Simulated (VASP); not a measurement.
# GaN (F-43m) in VASP: further runs

The runs below take GaN through single point, with PBE, r2SCAN, B3LYP.

Everything below comes from runs of VASP 6.6.1. Logs are shortened: lines on timing, memory, paths and dates and some standing lists are left out, and cuts for length are marked.

### 1 The cell of the first run

Symmetry: F-43m, No. 216, cubic system. Conventional cell: a = 4.507 Å, b = 4.507 Å, c = 4.507 Å, α = 90.00°, β = 90.00°, γ = 90.00°. Within 2.6 Å of Ga (site symmetry -43m) lie 4 N at 1.95 Å. N (site symmetry -43m) has 4 Ga at 1.95 Å within 2.6 Å.

### 2 Single point, PBE

INCAR reads:

```
  ALGO = Normal
  EDIFF = 1E-6
  ENCUT = 600
  GGA = PE
  GGA_COMPAT = F
  ISIF = 2
  ISMEAR = -1
  LASPH = T
  LCHARG = F
  LREAL = F
  LWAVE = F
  NBANDS = 16
  NELM = 120
  PREC = Accurate
  SIGMA = 0.1
```

KPOINTS reads:

```
k-points
0
Gamma
  4 4 4
```

POSCAR reads:

```
GaN
1.0
    0.0000000000      2.2535010000      2.2535010000
    2.2535010000      0.0000000000      2.2535010000
    2.2535010000      2.2535010000      0.0000000000
Ga N
1 1
Direct
    0.0000000000      0.0000000000      0.0000000000
    0.7500000000      0.7500000000      0.7500000000
```

Potentials or basis: VASP PAW PBE potentials, release 64 (Ga_d, N).

Command:

```
$ cat potpaw_PBE.64/Ga_d/POTCAR potpaw_PBE.64/N/POTCAR > POTCAR
$ mpirun -np 1 vasp_std > vasp.out
```

OUTCAR:

```text
EDIFF = 1E-6
   ENCUT = 600
   GGA = PE
   ISIF = 2
   ISMEAR = -1
   LASPH = T
   LREAL = F
   NELM = 120
   PREC = Accurate

 ion  position               nearest neighbor table
   1  0.000  0.000  0.000-   2 1.95   2 1.95   2 1.95   2 1.95
   2  0.750  0.750  0.750-   1 1.95   1 1.95   1 1.95   1 1.95

  LATTYP: Found a face centered cubic cell.
 ALAT       =     4.5070020000

  Lattice vectors:

 A1 = (   0.0000000000,   2.2535010000,   2.2535010000)
 A2 = (   2.2535010000,   0.0000000000,   2.2535010000)
 A3 = (   2.2535010000,   2.2535010000,   0.0000000000)

Analysis of symmetry for initial positions (statically):
=====================================================================
 Subroutine PRICEL returns:
 Original cell was already a primitive cell.

 Routine SETGRP: Setting up the symmetry group for a
 face centered cubic supercell.

 Subroutine GETGRP returns: Found 24 space group operations
 (whereof 24 operations were pure point group operations)
 out of a pool of 48 trial point group operations.

The static configuration has the point symmetry T_d .

Analysis of symmetry for dynamics (positions and initial velocities):
=====================================================================
 Subroutine PRICEL returns:
 Original cell was already a primitive cell.

 Routine SETGRP: Setting up the symmetry group for a
 face centered cubic supercell.

 Subroutine GETGRP returns: Found 24 space group operations
 (whereof 24 operations were pure point group operations)
 out of a pool of 48 trial point group operations.

The dynamic configuration has the point symmetry T_d .

 Subroutine INISYM returns: Found 24 space group operations
 (whereof 24 operations are pure point group operations),
 and found     1 'primitive' translations

----------------------------------------------------------------------------------------

                                     Primitive cell

  volume of cell :      22.8878

  direct lattice vectors                    reciprocal lattice vectors
     0.000000000  2.253501000  2.253501000    -0.221876982  0.221876982  0.221876982
     2.253501000  0.000000000  2.253501000     0.221876982 -0.221876982  0.221876982
     2.253501000  2.253501000  0.000000000     0.221876982  0.221876982 -0.221876982

  length of vectors
     3.186931677  3.186931677  3.186931677     0.384302205  0.384302205  0.384302205

  position of ions in fractional coordinates (direct lattice)
     0.000000000  0.000000000  0.000000000
     0.750000000  0.750000000  0.750000000

  ion indices of the primitive-cell ions
   primitive index   ion index
                 1           1
                 2           2

----------------------------------------------------------------------------------------

 KPOINTS: k-points

Automatic generation of k-mesh.
 Grid dimensions read from file:
 generate k-points for:    4    4    4

 Generating k-lattice:

  Cartesian coordinates                     Fractional coordinates (reciprocal lattice)
    -0.055469245  0.055469245  0.055469245     0.250000000  0.000000000  0.000000000
     0.055469245 -0.055469245  0.055469245     0.000000000  0.250000000  0.000000000
     0.055469245  0.055469245 -0.055469245     0.000000000  0.000000000  0.250000000

  Length of vectors
     0.096075551  0.096075551  0.096075551

  Shift w.r.t. Gamma in fractional coordinates (k-lattice)
     0.000000000  0.000000000  0.000000000

 Subroutine IBZKPT returns following result:
 ===========================================

 Found      8 irreducible k-points:

 Following reciprocal coordinates:
            Coordinates               Weight
  0.000000  0.000000  0.000000      1.000000
  0.250000  0.000000  0.000000      8.000000
  0.500000  0.000000  0.000000      4.000000
  0.250000  0.250000  0.000000      6.000000
  0.500000  0.250000  0.000000     24.000000
 -0.250000  0.250000  0.000000     12.000000
  0.500000  0.500000  0.000000      3.000000
 -0.250000  0.500000  0.250000      6.000000
   k-points           NKPTS =      8   k-points in BZ     NKDIM =      8   number of bands    NBANDS=     16
   number of dos      NEDOS =    301   number of ions     NIONS =      2
   total plane-waves  NPLWV =  21952
   dimension x,y,z NGX =    28 NGY =   28 NGZ =   28
   dimension x,y,z NGXF=    56 NGYF=   56 NGZF=   56
   ions per type =               1   1
   NGX,Y,Z   is equivalent  to a cutoff of  14.61, 14.61, 14.61 a.u.
   NGXF,Y,Z  is equivalent  to a cutoff of  29.21, 29.21, 29.21 a.u.
 SYSTEM =  unknown system
   PREC   = accura    normal or accurate (medium, high low for compatibility)
   ISTART =      0    job   : 0-new  1-cont  2-samecut
   ICHARG =      2    charge: 1-file 2-atom 10-const
   ISPIN  =      1    spin polarized calculation?
   LNONCOLLINEAR =      F non collinear calculations
   LSORBIT =      F    spin-orbit coupling
   LASPH  =      T    aspherical Exc in radial PAW
   ENCUT  =  600.0 eV  44.10 Ry    6.64 a.u.   6.37  6.37  6.37*2*pi/ulx,y,z
   NELM   =    120;   NELMIN=  2; NELMDL= -5     # of ELM steps
   EDIFF  = 0.1E-05   stopping-criterion for ELM
   LREAL  =      F    real-space projection
   EDIFFG = 0.1E-04   stopping-criterion for IOM
   NSW    =      0    number of steps for IOM
   IBRION =     -1    ionic relax: 0-MD 1-quasi-New 2-CG
   NFREE  =      0    steps in history (QN), initial steepest desc. (CG)
   ISIF   =      2    stress and relaxation
   ISYM   =      2    0-nonsym 1-usesym 2-fastsym
   POTIM  = 0.5000    time-step for ionic-motion
   TEBEG  =    0.0;   TEEND  =   0.0 temperature during run
   PSTRESS=    0.0 pullay stress
   NELECT =      18.0000    total number of electrons
   NUPDOWN=      -1.0000    fix difference up-down
   EMIN   =  10.00;   EMAX   =-10.00  energy-range for DOS
   EFERMI =   0.00;   METHOD = LEGACY
   ISMEAR =    -1;   SIGMA  =   0.10  broadening in eV -4-tet -1-fermi 0-gaus
   EFERMI_NEDOS =   21; number of points for ismear=-14 and -15
   IALGO  =     38    algorithm
   IMIX   =      4    mixing-type and parameters
     AMIX     =   0.40;   BMIX     =  1.00
     AMIX_MAG =   1.60;   BMIX_MAG =  1.00
  volume/ion in A,a.u.               =      11.44        77.23
  Fermi-wavevector in a.u.,A,eV,Ry     =   1.511116  2.855596 31.068532  2.283473
  Thomas-Fermi vector in A             =   2.621216
   LORBIT       =      0    0 simple, 1 ext, 2 COOP (PROOUT), +10 PAW based schemes
   GGA     = PE    functional components
   LHFCALC =     F    Hartree Fock is set to
   AEXX    =    0.0000 exact exchange contribution
   IVDW    =     0    specifies the selected vdW correction
   LEPSILON=     F    determine dielectric tensor
   LRPA    =     F    only Hartree local field effects (RPA)
 non-spin polarized calculation
  energy-cutoff  :      600.00
  volume of cell :       22.89
 maximum number of plane-waves:       778
 NGX is ok and might be reduce to    28
   NGX = 13   NGY = 13   NGZ = 13

 number of electron      18.0000005 magnetization

 Free energy of the ion-electron system (eV)
  ---------------------------------------------------
  ext. energy  EPLUGINS =         0.00000000
  ---------------------------------------------------
  free energy    TOTEN  =       -12.08113505 eV

  energy without entropy =      -12.08111409  energy(sigma->0) =      -12.08112457

 E-fermi :   6.2376     XC(G=0): -11.6561

 val. band max:        5.3289877888   @ k =   0.0000   0.0000   0.0000
 cond. band min:       7.0335154565   @ k =   0.0000   0.0000   0.0000
 fundamental gap:      1.7045276677
 Fermi energy:         6.2376176663

 k-point     1 :       0.0000    0.0000    0.0000
  band No.  band energies     occupation
      1     -10.6184      2.00000
      2      -8.1610      2.00000
      3      -8.1610      2.00000
      4      -8.1610      2.00000
      5      -7.8431      2.00000
      6      -7.8431      2.00000
[... 8 lines left out ...]
     15      24.1431      0.00000
     16      24.1431      0.00000

 k-point     2 :       0.2500    0.0000    0.0000
  band No.  band energies     occupation
      1     -10.0766      2.00000
      2      -8.1003      2.00000
      3      -8.1003      2.00000
      4      -7.8382      2.00000
      5      -7.8382      2.00000
      6      -7.7922      2.00000
[... 8 lines left out ...]
     15      22.1611      0.00000
     16      22.1611      0.00000

 k-point     3 :       0.5000    0.0000    0.0000
  band No.  band energies     occupation
      1      -9.7181      2.00000
      2      -8.0739      2.00000
      3      -8.0739      2.00000
      4      -7.7959      2.00000
      5      -7.7959      2.00000
      6      -6.5811      2.00000
[... 8 lines left out ...]
     15      24.9600      0.00000
     16      24.9600      0.00000

 k-point     4 :       0.2500    0.2500    0.0000
  band No.  band energies     occupation
      1      -9.9221      2.00000
      2      -8.0192      2.00000
      3      -8.0192      2.00000
      4      -7.9965      2.00000
      5      -7.8047      2.00000
      6      -7.6532      2.00000
[... 8 lines left out ...]
     15      26.6853      0.00000
     16      27.5637      0.00000

 k-point     5 :       0.5000    0.2500    0.0000
  band No.  band energies     occupation
      1      -9.6158      2.00000
      2      -8.0458      2.00000
      3      -7.9618      2.00000
      4      -7.9102      2.00000
      5      -7.7893      2.00000
      6      -6.4170      2.00000
[... 8 lines left out ...]
     15      26.4978      0.00000
     16      26.9461      0.00000

 k-point     6 :      -0.2500    0.2500    0.0000
  band No.  band energies     occupation
      1      -9.6977      2.00000
      2      -8.0629      2.00000
      3      -8.0129      2.00000
      4      -7.8573      2.00000
      5      -7.8526      2.00000
      6      -6.8341      2.00000
[... 8 lines left out ...]
     15      22.6465      0.00000
     16      26.8356      0.00000

 k-point     7 :       0.5000    0.5000    0.0000
  band No.  band energies     occupation
      1      -9.5504      2.00000
      2      -8.0772      2.00000
      3      -7.8581      2.00000
      4      -7.8581      2.00000
      5      -7.7663      2.00000
      6      -6.1508      2.00000
[... 8 lines left out ...]
     15      27.0665      0.00000
     16      29.9060      0.00000

 k-point     8 :      -0.2500    0.5000    0.2500
  band No.  band energies     occupation
      1      -9.5476      2.00000
      2      -8.0135      2.00000
      3      -7.9880      2.00000
      4      -7.8341      2.00000
      5      -7.8323      2.00000
      6      -5.8639      2.00000
[... 8 lines left out ...]
     15      24.6541      0.00000
     16      28.9530      0.00000

------------------------ aborting loop because EDIFF is reached ----------------------------------------

  FORCE on cell =-STRESS in cart. coord.  units (eV):
  Direction    XX          YY          ZZ          XY          YZ          ZX
  --------------------------------------------------------------------------------------
  -------------------------------------------------------------------------------------
  Total        0.6955976      0.6955976      0.6955976      0.0000000     -0.0000000     -0.0000000
  in kB       48.6928706     48.6928706     48.6928706      0.0000000     -0.0000000     -0.0000000
  external PRESSURE =      48.6928706 kB  Pullay stress =       0.0000000 kB

 VOLUME and BASIS-vectors are now :
 -----------------------------------------------------------------------------
  energy-cutoff  :      600.00
  volume of cell :       22.89
      direct lattice vectors                 reciprocal lattice vectors
     0.000000000  2.253501000  2.253501000    -0.221876982  0.221876982  0.221876982
     2.253501000  0.000000000  2.253501000     0.221876982 -0.221876982  0.221876982
     2.253501000  2.253501000  0.000000000     0.221876982  0.221876982 -0.221876982

 POSITION                                       TOTAL-FORCE (eV/Angst)
 -----------------------------------------------------------------------------------
      0.00000      0.00000      0.00000         0.000000     -0.000000     -0.000000
      3.38025      3.38025      3.38025        -0.000000      0.000000      0.000000
 -----------------------------------------------------------------------------------
    total drift:                               -0.000000     -0.000000     -0.000000

  FREE ENERGIE OF THE ION-ELECTRON SYSTEM (eV)
  ---------------------------------------------------
  free  energy   TOTEN  =       -12.0811350494 eV

  energy  without entropy=      -12.0811140930  energy(sigma->0) =      -12.08112457
```

Wall time 6.4 s (1 thread of AMD EPYC 7R43 (Zen 3), shared host); peak memory 0.12 GiB.

What came out:

| Item | Value |
| --- | --- |
| Free energy | -12.0811 eV |
| Pressure | 4.9 GPa |
| Band gap on the k mesh | 1.70 eV |

Levels at points of the mesh, in eV from the valence-band top:
| k point | band 6 | band 7 | band 8 | band 9 | band 10 | band 11 | band 12 | band 13 |
| --- | --- | --- | --- | --- | --- | --- | --- | --- |
| (0.00, 0.00, 0.00) | -13.17 | 0.00 | 0.00 | 0.00 | 1.70 | 10.26 | 10.26 | 10.26 |
| (0.50, 0.00, 0.00) | -11.91 | -7.06 | -0.97 | -0.97 | 4.61 | 8.72 | 10.32 | 10.32 |
| (0.50, 0.50, 0.00) | -11.48 | -6.15 | -2.71 | -2.71 | 3.31 | 6.63 | 11.70 | 13.94 |

Caveat: the k points lie up to 0.60 Å⁻¹ apart.

### 3 Single point, r2SCAN

POSCAR is that of step 2.

INCAR.step1 reads:

```
SYSTEM = GaN
ALGO     = Normal         ! electronic algorithm
EDIFF    = 1E-5           ! SCF threshold, eV
ENCUT    = 660            ! plane-wave cutoff, eV
GGA      = PE             ! functional
GGA_COMPAT= .False.      
ISMEAR   = -1             ! smearing method
LASPH    = .True.         ! aspherical terms in the spheres
LCHARG   = .False.        ! write CHGCAR
LREAL    = .False.        ! projectors in reciprocal space
LWAVE    = .True.         ! write WAVECAR
NBANDS   = 16             ! bands
NELM     = 120            ! most SCF steps
PREC     = Accurate       ! precision mode
SIGMA    = 0.1            ! smearing width, eV
```

INCAR.step2 reads:

```
SYSTEM = GaN
ALGO     = Normal         ! electronic algorithm
EDIFF    = 1E-6           ! SCF threshold, eV
ENCUT    = 660            ! plane-wave cutoff, eV
GGA_COMPAT= .False.      
ISIF     = 2              ! what is computed and relaxed
ISMEAR   = -1             ! smearing method
ISTART   = 1            
LASPH    = .True.         ! aspherical terms in the spheres
LCHARG   = .False.        ! write CHGCAR
LMIXTAU  = .True.       
LREAL    = .False.        ! projectors in reciprocal space
LWAVE    = .False.        ! write WAVECAR
METAGGA  = R2SCAN         ! meta-GGA
NBANDS   = 16             ! bands
NELM     = 120            ! most SCF steps
PREC     = Accurate       ! precision mode
SIGMA    = 0.1            ! smearing width, eV
```

KPOINTS reads:

```
k-points
0
Gamma
  4 4 4
  0 0 0
```

Potentials or basis: VASP PAW PBE potentials, release 64 (Ga_d, N).

Command:

```
$ cat potpaw_PBE.64/Ga_d/POTCAR potpaw_PBE.64/N/POTCAR > POTCAR
$ cp INCAR.step1 INCAR
$ mpirun -np 1 vasp_std > vasp.out
$ cp INCAR.step2 INCAR
$ mpirun -np 1 vasp_std > vasp.out
```

Run time: 31 s. Hardware: 1 thread of AMD EPYC 7R43 (Zen 3), shared host; peak memory 0.13 GiB.

Results (log left out):

| Quantity | Value |
| --- | --- |
| Free energy | -21.8390 eV |
| Pressure | -0.1 GPa |
| Band gap on the k mesh | 2.10 eV |

Levels at points of the mesh, in eV from the valence-band top:
| k point | band 6 | band 7 | band 8 | band 9 | band 10 | band 11 | band 12 | band 13 |
| --- | --- | --- | --- | --- | --- | --- | --- | --- |
| (0.00, 0.00, 0.00) | -13.53 | 0.00 | 0.00 | 0.00 | 2.10 | 10.97 | 10.97 | 10.97 |
| (0.50, 0.00, 0.00) | -12.39 | -7.18 | -1.00 | -1.00 | 5.14 | 9.43 | 10.96 | 10.96 |
| (0.50, 0.50, 0.00) | -12.00 | -6.24 | -2.79 | -2.79 | 3.73 | 7.21 | 12.57 | 14.92 |

Caveat: the k points lie up to 0.60 Å⁻¹ apart; the PAW data sets were made with another functional, which shifts forces and pressure a little.

### 4 Single point, B3LYP

POSCAR is that of step 3.

INCAR.step1 reads:

```
PREC = Accurate
ENCUT = 520
EDIFF = 1E-5
ISMEAR = -1
SIGMA = 0.1
LREAL = False
LASPH = True
NELM = 120
ALGO = Normal
ISIF = 2
LWAVE = True
LCHARG = False
GGA = PE
NBANDS = 16
GGA_COMPAT = False
```

INCAR.step2 reads:

```
PREC = Accurate
ENCUT = 520
EDIFF = 1E-6
ISMEAR = -1
SIGMA = 0.1
LREAL = False
LASPH = True
NELM = 120
ALGO = Normal
ISIF = 2
LWAVE = False
LCHARG = False
GGA = B3
LHFCALC = True
AEXX = 0.2
AGGAX = 0.72
AGGAC = 0.81
ALDAC = 0.19
PRECFOCK = Normal
ISTART = 1
NBANDS = 16
GGA_COMPAT = False
```

KPOINTS reads:

```
Automatic mesh
0
Gamma
  4 4 4
```

Command:

```
$ cat potpaw_PBE.64/Ga_d/POTCAR potpaw_PBE.64/N/POTCAR > POTCAR
$ cp INCAR.step1 INCAR
$ mpirun -np 1 vasp_std > vasp.out
$ cp INCAR.step2 INCAR
$ mpirun -np 1 vasp_std > vasp.out
```

Wall time 3.2 min (1 thread of AMD EPYC 7R43 (Zen 3), shared host); peak memory 0.11 GiB.

The run converged. Its results:

```
Free energy            : -13.9591 eV
Pressure               : 5.2 GPa
Band gap on the k mesh : 3.47 eV
```

Levels at points of the mesh, in eV from the valence-band top:
| k point | band 7 | band 8 | band 9 | band 10 | band 11 | band 12 |
| --- | --- | --- | --- | --- | --- | --- |
| (0.00, 0.00, 0.00) | 0.00 | 0.00 | 0.00 | 3.47 | 12.22 | 12.22 |
| (0.50, 0.00, 0.00) | -7.39 | -1.02 | -1.02 | 6.46 | 10.86 | 12.29 |
| (0.50, 0.50, 0.00) | -6.48 | -2.85 | -2.85 | 5.10 | 8.52 | 13.94 |

Caveat: the k points lie up to 0.60 Å⁻¹ apart; the PAW data sets were made with another functional, which shifts forces and pressure a little.

### 5 The runs side by side

```csv
level,cutoff (eV),grid for exact exchange (PRECFOCK),share of exact exchange,gap on the mesh (eV),pressure (GPa)
PBE,600,-,-,1.70,4.9
r2SCAN,660,-,-,2.10,-0.1
B3LYP,520,Normal,0.2,3.47,5.2
```

Alike in all rows: task single point; potentials or basis VASP PAW PBE potentials, release 64 (Ga_d, N); no spin polarisation; cell as given; k mesh 4 × 4 × 4; smearing fermi-dirac 0.1 eV.

Caveats: all runs use coarse meshes; the PAW data sets were made with another functional, which shifts forces and pressure a little (at least some runs).

Absolute energies hang on the potentials; compare differences alone.
